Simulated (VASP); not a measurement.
# Pt (a cell with a defect) in VASP: a series of runs

Pt (a cell with a defect) is run at these levels: PBE; tasks: single point.

All numbers are computed with VASP 6.6.1; they aren't measurements. Logs are shortened: lines on timing, memory, paths and dates and some standing lists are left out, and cuts for length are marked.

## (1) The cell of the first run

The cell holds a defect, 7 atoms: a = 5.546 Å, b = 5.546 Å, c = 5.546 Å, α = 60.00°, β = 60.00°, γ = 60.00°.

## (2) Single point, PBE

Contents of INCAR:

```
  PREC = Accurate
  ENCUT = 520
  EDIFF = 1E-6
  ISMEAR = 0
  SIGMA = 0.1
  LREAL = False
  LASPH = True
  NELM = 100
  ALGO = Normal
  ISIF = 2
  LWAVE = False
  LCHARG = False
  GGA = PE
  NBANDS = 44
```

Contents of KPOINTS:

```
Automatic mesh
0
Gamma
  3 3 3
```

Contents of POSCAR:

```
Pt
1.0
    0.0000000000      3.9218000000      3.9218000000
    3.9218000000      0.0000000000      3.9218000000
    3.9218000000      3.9218000000      0.0000000000
Pt
7
Direct
    0.0000000000      0.0000000000      0.5000000000
    0.0000000000      0.5000000000      0.0000000000
    0.0000000000      0.5000000000      0.5000000000
    0.5000000000      0.0000000000      0.0000000000
    0.5000000000      0.0000000000      0.5000000000
    0.5000000000      0.5000000000      0.0000000000
    0.5000000000      0.5000000000      0.5000000000
```

Potentials or basis: VASP PAW PBE potentials, release 64 (Pt).

Run with:

```console
$ cat potpaw_PBE.64/Pt/POTCAR > POTCAR
$ mpirun -np 1 vasp_std > vasp.out
```

OUTCAR:

```text
PREC = Accurate
   ENCUT = 520
   EDIFF = 1E-6
   ISMEAR = 0
   LREAL = False
   LASPH = True
   NELM = 100
   ISIF = 2
   GGA = PE

 ion  position               nearest neighbor table
   1  0.000  0.000  0.500-   3 2.77   5 2.77   2 2.77   4 2.77   2 2.77   3 2.77   7 2.77   4 2.77
                             5 2.77   7 2.77
   2  0.000  0.500  0.000-   3 2.77   6 2.77   1 2.77   3 2.77   7 2.77   1 2.77   4 2.77   4 2.77
                             6 2.77   7 2.77
   3  0.000  0.500  0.500-   1 2.77   2 2.77   7 2.77   2 2.77   6 2.77   1 2.77   5 2.77   5 2.77
                             6 2.77   7 2.77
   4  0.500  0.000  0.000-   5 2.77   6 2.77   1 2.77   5 2.77   7 2.77   2 2.77   6 2.77   7 2.77
                             1 2.77   2 2.77
   5  0.500  0.000  0.500-   1 2.77   4 2.77   7 2.77   4 2.77   6 2.77   3 2.77   6 2.77   7 2.77
                             1 2.77   3 2.77
   6  0.500  0.500  0.000-   2 2.77   4 2.77   7 2.77   3 2.77   5 2.77   7 2.77   4 2.77   5 2.77
                             2 2.77   3 2.77
   7  0.500  0.500  0.500-   3 2.77   5 2.77   6 2.77   2 2.77   4 2.77   6 2.77   1 2.77   4 2.77
                             5 2.77   1 2.77   2 2.77   3 2.77

  LATTYP: Found a face centered cubic cell.
 ALAT       =     7.8436000000

  Lattice vectors:

 A1 = (   0.0000000000,   3.9218000000,   3.9218000000)
 A2 = (   3.9218000000,   0.0000000000,   3.9218000000)
 A3 = (   3.9218000000,   3.9218000000,   0.0000000000)

Analysis of symmetry for initial positions (statically):
=====================================================================
 Subroutine PRICEL returns:
 Original cell was already a primitive cell.

 Routine SETGRP: Setting up the symmetry group for a
 face centered cubic supercell.

 Subroutine GETGRP returns: Found 48 space group operations
 (whereof 48 operations were pure point group operations)
 out of a pool of 48 trial point group operations.

The static configuration has the point symmetry O_h .

Analysis of symmetry for dynamics (positions and initial velocities):
=====================================================================
 Subroutine PRICEL returns:
 Original cell was already a primitive cell.

 Routine SETGRP: Setting up the symmetry group for a
 face centered cubic supercell.

 Subroutine GETGRP returns: Found 48 space group operations
 (whereof 48 operations were pure point group operations)
 out of a pool of 48 trial point group operations.

The dynamic configuration has the point symmetry O_h .

 Subroutine INISYM returns: Found 48 space group operations
 (whereof 48 operations are pure point group operations),
 and found     1 'primitive' translations

----------------------------------------------------------------------------------------

                                     Primitive cell

  volume of cell :     120.6386

  direct lattice vectors                    reciprocal lattice vectors
     0.000000000  3.921800000  3.921800000    -0.127492478  0.127492478  0.127492478
     3.921800000  0.000000000  3.921800000     0.127492478 -0.127492478  0.127492478
     3.921800000  3.921800000  0.000000000     0.127492478  0.127492478 -0.127492478

  length of vectors
     5.546262749  5.546262749  5.546262749     0.220823449  0.220823449  0.220823449

  position of ions in fractional coordinates (direct lattice)
     0.000000000  0.000000000  0.500000000
     0.000000000  0.500000000  0.000000000
     0.000000000  0.500000000  0.500000000
     0.500000000  0.000000000  0.000000000
     0.500000000  0.000000000  0.500000000
     0.500000000  0.500000000  0.000000000
     0.500000000  0.500000000  0.500000000

  ion indices of the primitive-cell ions
   primitive index   ion index
                 1           1
                 2           2
                 3           3
                 4           4
                 5           5
                 6           6
                 7           7

----------------------------------------------------------------------------------------

 KPOINTS: Automatic mesh

Automatic generation of k-mesh.
 Grid dimensions read from file:
 generate k-points for:    3    3    3

 Generating k-lattice:

  Cartesian coordinates                     Fractional coordinates (reciprocal lattice)
    -0.042497493  0.042497493  0.042497493     0.333333333  0.000000000  0.000000000
     0.042497493 -0.042497493  0.042497493     0.000000000  0.333333333  0.000000000
     0.042497493  0.042497493 -0.042497493     0.000000000  0.000000000  0.333333333

  Length of vectors
     0.073607816  0.073607816  0.073607816

  Shift w.r.t. Gamma in fractional coordinates (k-lattice)
     0.000000000  0.000000000  0.000000000

 Subroutine IBZKPT returns following result:
 ===========================================

 Found      4 irreducible k-points:

 Following reciprocal coordinates:
            Coordinates               Weight
  0.000000  0.000000  0.000000      1.000000
  0.333333  0.000000  0.000000      8.000000
  0.333333  0.333333  0.000000      6.000000
 -0.333333  0.333333  0.000000     12.000000
   k-points           NKPTS =      4   k-points in BZ     NKDIM =      4   number of bands    NBANDS=     44
   number of dos      NEDOS =    301   number of ions     NIONS =      7
   total plane-waves  NPLWV =  74088
   dimension x,y,z NGX =    42 NGY =   42 NGZ =   42
   dimension x,y,z NGXF=    84 NGYF=   84 NGZF=   84
   ions per type =               7
   NGX,Y,Z   is equivalent  to a cutoff of  12.59, 12.59, 12.59 a.u.
   NGXF,Y,Z  is equivalent  to a cutoff of  25.18, 25.18, 25.18 a.u.
 SYSTEM =  unknown system
   PREC   = accura    normal or accurate (medium, high low for compatibility)
   ISTART =      0    job   : 0-new  1-cont  2-samecut
   ICHARG =      2    charge: 1-file 2-atom 10-const
   ISPIN  =      1    spin polarized calculation?
   LNONCOLLINEAR =      F non collinear calculations
   LSORBIT =      F    spin-orbit coupling
   LASPH  =      T    aspherical Exc in radial PAW
   ENCUT  =  520.0 eV  38.22 Ry    6.18 a.u.  10.31 10.31 10.31*2*pi/ulx,y,z
   NELM   =    100;   NELMIN=  2; NELMDL= -5     # of ELM steps
   EDIFF  = 0.1E-05   stopping-criterion for ELM
   LREAL  =      F    real-space projection
   EDIFFG = 0.1E-04   stopping-criterion for IOM
   NSW    =      0    number of steps for IOM
   IBRION =     -1    ionic relax: 0-MD 1-quasi-New 2-CG
   NFREE  =      0    steps in history (QN), initial steepest desc. (CG)
   ISIF   =      2    stress and relaxation
   ISYM   =      2    0-nonsym 1-usesym 2-fastsym
   POTIM  = 0.5000    time-step for ionic-motion
   TEBEG  =    0.0;   TEEND  =   0.0 temperature during run
   PSTRESS=    0.0 pullay stress
   NELECT =      70.0000    total number of electrons
   NUPDOWN=      -1.0000    fix difference up-down
   EMIN   =  10.00;   EMAX   =-10.00  energy-range for DOS
   EFERMI =   0.00;   METHOD = LEGACY
   ISMEAR =     0;   SIGMA  =   0.10  broadening in eV -4-tet -1-fermi 0-gaus
   EFERMI_NEDOS =   21; number of points for ismear=-14 and -15
   IALGO  =     38    algorithm
   IMIX   =      4    mixing-type and parameters
     AMIX     =   0.40;   BMIX     =  1.00
     AMIX_MAG =   1.60;   BMIX_MAG =  1.00
  volume/ion in A,a.u.               =      17.23       116.30
  Fermi-wavevector in a.u.,A,eV,Ry     =   1.365459  2.580344 25.367776  1.864479
  Thomas-Fermi vector in A             =   2.491686
   LORBIT       =      0    0 simple, 1 ext, 2 COOP (PROOUT), +10 PAW based schemes
   GGA     = PE    functional components
   LHFCALC =     F    Hartree Fock is set to
   AEXX    =    0.0000 exact exchange contribution
   IVDW    =     0    specifies the selected vdW correction
   LEPSILON=     F    determine dielectric tensor
   LRPA    =     F    only Hartree local field effects (RPA)
 non-spin polarized calculation
 Gauss-broadening in eV      SIGMA  =   0.10
  energy-cutoff  :      520.00
  volume of cell :      120.64
 maximum number of plane-waves:      3287
 NGX is ok and might be reduce to    42
   NGX = 21   NGY = 21   NGZ = 21

 number of electron      70.0000003 magnetization

 Free energy of the ion-electron system (eV)
  ---------------------------------------------------
  ext. energy  EPLUGINS =         0.00000000
  ---------------------------------------------------
  free energy    TOTEN  =       -43.13482014 eV

  energy without entropy =      -43.11058100  energy(sigma->0) =      -43.12270057

 E-fermi :   8.6843     XC(G=0): -12.5296

 val. band max:        8.6268399449   @ k =  -0.3333   0.3333   0.0000
 cond. band min:       8.8358961020   @ k =   0.0000   0.0000   0.0000
 fundamental gap:      0.2090561571
 Fermi energy:         8.6843170664

 k-point     1 :       0.0000    0.0000    0.0000
  band No.  band energies     occupation
      1      -0.4263      2.00000
      2       2.0122      2.00000
      3       2.0197      2.00000
      4       2.0197      2.00000
      5       2.0197      2.00000
      6       2.8152      2.00000
[... 36 lines left out ...]
     43      12.0977      0.00000
     44      14.6207      0.00000

 k-point     2 :       0.3333    0.0000    0.0000
  band No.  band energies     occupation
      1       0.5373      2.00000
      2       2.0963      2.00000
      3       2.6430      2.00000
      4       2.6430      2.00000
      5       2.7321      2.00000
      6       3.4572      2.00000
[... 36 lines left out ...]
     43      12.8699      0.00000
     44      15.4724      0.00000

 k-point     3 :       0.3333    0.3333    0.0000
  band No.  band energies     occupation
      1       0.9083      2.00000
      2       2.6491      2.00000
      3       2.7899      2.00000
      4       2.9034      2.00000
      5       2.9034      2.00000
      6       3.3214      2.00000
[... 36 lines left out ...]
     43      15.4375      0.00000
     44      16.8294      0.00000

 k-point     4 :      -0.3333    0.3333    0.0000
  band No.  band energies     occupation
      1       1.8384      2.00000
      2       2.3963      2.00000
      3       2.8560      2.00000
      4       3.6374      2.00000
      5       3.6832      2.00000
      6       3.7765      2.00000
[... 36 lines left out ...]
     43      15.0947      0.00000
     44      15.7315      0.00000

------------------------ aborting loop because EDIFF is reached ----------------------------------------

  FORCE on cell =-STRESS in cart. coord.  units (eV):
  Direction    XX          YY          ZZ          XY          YZ          ZX
  --------------------------------------------------------------------------------------
  -------------------------------------------------------------------------------------
  Total       -4.7023452     -4.7023452     -4.7023452      0.0000000      0.0000000      0.0000000
  in kB      -62.4509100    -62.4509100    -62.4509100      0.0000000      0.0000000      0.0000000
  external PRESSURE =     -62.4509100 kB  Pullay stress =       0.0000000 kB

 VOLUME and BASIS-vectors are now :
 -----------------------------------------------------------------------------
  energy-cutoff  :      520.00
  volume of cell :      120.64
      direct lattice vectors                 reciprocal lattice vectors
     0.000000000  3.921800000  3.921800000    -0.127492478  0.127492478  0.127492478
     3.921800000  0.000000000  3.921800000     0.127492478 -0.127492478  0.127492478
     3.921800000  3.921800000  0.000000000     0.127492478  0.127492478 -0.127492478

 POSITION                                       TOTAL-FORCE (eV/Angst)
 -----------------------------------------------------------------------------------
      1.96090      1.96090      0.00000         0.000000     -0.000000     -0.000000
      1.96090      0.00000      1.96090        -0.000000      0.000000      0.000000
      3.92180      1.96090      1.96090        -0.000000      0.000000      0.000000
      0.00000      1.96090      1.96090         0.000000     -0.000000     -0.000000
      1.96090      3.92180      1.96090        -0.000000     -0.000000      0.000000
      1.96090      1.96090      3.92180        -0.000000     -0.000000     -0.000000
      3.92180      3.92180      3.92180        -0.000000      0.000000     -0.000000
 -----------------------------------------------------------------------------------
    total drift:                               -0.000000     -0.000000      0.000000

  FREE ENERGIE OF THE ION-ELECTRON SYSTEM (eV)
  ---------------------------------------------------
  free  energy   TOTEN  =       -43.1348201375 eV

  energy  without entropy=      -43.1105810034  energy(sigma->0) =      -43.12270057
```

Run time: 68 s. Hardware: 1 thread of AMD EPYC 7R13, shared host; peak memory 0.21 GiB.

What came out:

```
Free energy            : -43.1348 eV
Pressure               : -6.2 GPa
Band gap on the k mesh : zero (band 35 reaches 9.42 eV, above the bottom of band 36 at 8.53 eV)
```

Caveat: the k points lie up to 0.46 Å⁻¹ apart; spin-orbit coupling is left out, which moves the levels of the heavy elements.

## (3) Single point, PBE

Contents of INCAR:

```
SYSTEM = Pt
PREC = Accurate ; ENCUT = 520
EDIFF = 1E-6 ; ISMEAR = 0
SIGMA = 0.1 ; LREAL = .False.
LASPH = .True. ; NELM = 60
ALGO = Normal ; ISIF = 2
LWAVE = .False. ; LCHARG = .True.
GGA = PE ; LELF = .True.
LVHAR = .True. ; NBANDS = 44
```

Contents of KPOINTS:

```
regular mesh
0
Gamma
  3 3 3
  0 0 0
```

POSCAR, as its differences from that of step 2:

```diff
@@ -8,3 +8,3 @@
 Direct
-    0.0000000000      0.0000000000      0.5000000000
+    0.0000000000      0.0000000000      0.0000000000
     0.0000000000      0.5000000000      0.0000000000
```

Potentials or basis: VASP PAW PBE potentials, release 64 (Pt).

Run with:

```console
$ cat potpaw_PBE.64/Pt/POTCAR > POTCAR
$ mpirun -np 1 vasp_std > vasp.out
```

It took 78 s on 1 thread of AMD EPYC 7R13, shared host; peak memory 0.21 GiB.

Results (log left out):

```yaml
Free_energy: -43.1348 eV
Pressure: -6.2 GPa
Band_gap_on_the_k_mesh: zero (band 35 reaches 9.42 eV, above the bottom of band 36 at 8.53 eV)
```

Levels at points of the mesh, in eV from the Fermi level:
```
           k point  band 32  band 33  band 34  band 35  band 36  band 37
(0.00, 0.00, 0.00)     0.61     0.61     0.65     0.74     0.74     0.74
```

Caveat: the k points lie up to 0.46 Å⁻¹ apart; spin-orbit coupling is left out, which moves the levels of the heavy elements.
